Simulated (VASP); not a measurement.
A run of VASP 6.6.1 is set up as follows.

The input INCAR:

```
PREC     = Accurate       # precision mode
ENCUT    = 600            # plane-wave cutoff, eV
EDIFF    = 1E-6           # SCF threshold, eV
ISMEAR   = 0              # smearing method
SIGMA    = 0.1            # smearing width, eV
LREAL    = F              # projectors in reciprocal space
LASPH    = T              # aspherical terms in the spheres
NELM     = 120            # most SCF steps
ALGO     = Normal         # electronic algorithm
ISIF     = 2              # what is computed and relaxed
LWAVE    = F              # write WAVECAR
LCHARG   = F              # write CHGCAR
GGA      = PE             # functional
NBANDS   = 28             # bands
GGA_COMPAT= F
```

KPOINTS

```
Automatic mesh
0
Gamma
  6 6 6
```

The input POSCAR:

```
HfSiO4
1.0
   -2.0937252400      2.2889030500      3.7083777600
    2.0937252400     -2.2889030500      3.7083777600
    2.0937252400      2.2889030500     -3.7083777600
Hf Si O
1 1 4
Direct
    0.0000000000      0.0000000000      0.0000000000
    0.5000000000      0.0000000000      0.5000000000
    0.6399999900      0.0989999800      0.9589999800
    0.1399999900      0.6810000100      0.0410000200
    0.3600000100      0.3189999900      0.4589999800
    0.8600000100      0.9010000200      0.5410000200
```

Potentials or basis: VASP PAW PBE potentials, release 64 (Hf_pv, Si, O).

The run is started by

```console
$ cat potpaw_PBE.64/Hf_pv/POTCAR potpaw_PBE.64/Si/POTCAR potpaw_PBE.64/O/POTCAR > POTCAR
$ mpirun -np 1 vasp_std > vasp.out
```

**Question.** Estimate the largest force.

**Answer.** 17.103 eV/Å.

**Question.** What does it give for the pressure?

**Answer.** 101.4 GPa.

**Question.** Predict the band gap on the k mesh.

**Answer.** 4.95 eV (least direct gap 5.21 eV).

Forces in eV/Å, atoms in the order of the input:
```
Hf    0.000   0.000   0.000
Si    0.000   0.000   0.000
O     8.343 -12.544  -8.095
O    -8.343  12.544  -8.095
O     8.343  12.544   8.095
O    -8.343 -12.544   8.095
```

Caveat: the stress differs along the axes, from 61 to 172 GPa; spin-orbit coupling is left out, which moves the levels of the heavy elements; forces of over 1 eV/Å act on the atoms, so gaps and moduli don't describe the material at rest. A k mesh can miss the band edges.
